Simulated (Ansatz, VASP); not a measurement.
**SiO2: VASP beside Ansatz**

INCAR

```
ALGO     = Normal         # electronic algorithm
EDIFF    = 1E-6           # SCF threshold, eV
ENCUT    = 520            # plane-wave cutoff, eV
GGA      = PE             # functional
ISIF     = 2              # what is computed and relaxed
ISMEAR   = 0              # smearing method
LASPH    = True           # aspherical terms in the spheres
LCHARG   = True           # write CHGCAR
LELF     = True           # ELF
LREAL    = False          # projectors in reciprocal space
LVHAR    = True         
LWAVE    = False          # write WAVECAR
NBANDS   = 25             # bands
NELM     = 80             # most SCF steps
PREC     = Accurate       # precision mode
SIGMA    = 0.01           # smearing width, eV
```

KPOINTS

```
k-points
0
Gamma
  6 6 6
```

File POSCAR:

```
SiO2
1.0
   -2.5133695308      2.5133695308      3.6893902397
    2.5133695308     -2.5133695308      3.6893902397
    2.5133695308      2.5133695308     -3.6893902397
Si O
2 4
Direct
    0.0000000000      0.0000000000      0.0000000000
    0.7500000000      0.2500000000      0.5000000000
    0.9670112386      0.6250000000      0.8420112386
    0.3750000000      0.2170112386      0.3420112386
    0.7829887614      0.1250000000      0.1579887614
    0.8750000000      0.0329887614      0.6579887614
```

Input for Ansatz:

```yaml
crystal:
  lattice:
    - [-2.5133695308, 2.5133695308, 3.6893902397]
    - [2.5133695308, -2.5133695308, 3.6893902397]
    - [2.5133695308, 2.5133695308, -3.6893902397]
  atoms:
    - { symbol: Si, position: [0.0, 0.0, 0.0] }
    - { symbol: Si, position: [0.75, 0.25, 0.5] }
    - { symbol: O, position: [0.9670112386, 0.625, 0.8420112386] }
    - { symbol: O, position: [0.375, 0.2170112386, 0.3420112386] }
    - { symbol: O, position: [0.7829887614, 0.125, 0.1579887614] }
    - { symbol: O, position: [0.875, 0.0329887614, 0.6579887614] }
kpoints:
  mp_grid: { grid: [6, 6, 6] }
hamiltonian:
  xc: pbe
scf:
  occupations: { method: fixed }
  n_extra_bands: 5
output:
  forces: true
  stress: true
  eigenvalues: true
```

Alike in both runs: task single point; functional PBE; k mesh 6 × 6 × 6; no spin polarisation.

```csv
,VASP,Ansatz
version,VASP 6.6.1,Ansatz 0.2.0
potentials or method,"VASP PAW PBE potentials, release 64 (Si, O)","plane waves, PAW"
plane-wave cutoff (eV),520,420
occupations,"gaussian, width 0.01 eV",fixed
valence electrons in the cell,32,32
```

|  | VASP | Ansatz | Ansatz less VASP |
| --- | --- | --- | --- |
| gap on the k mesh at the Fermi level (eV) | 5.73 | 5.73 | +0.001 |
| pressure (GPa) | 0.1 | 0.0 | -0.09 |
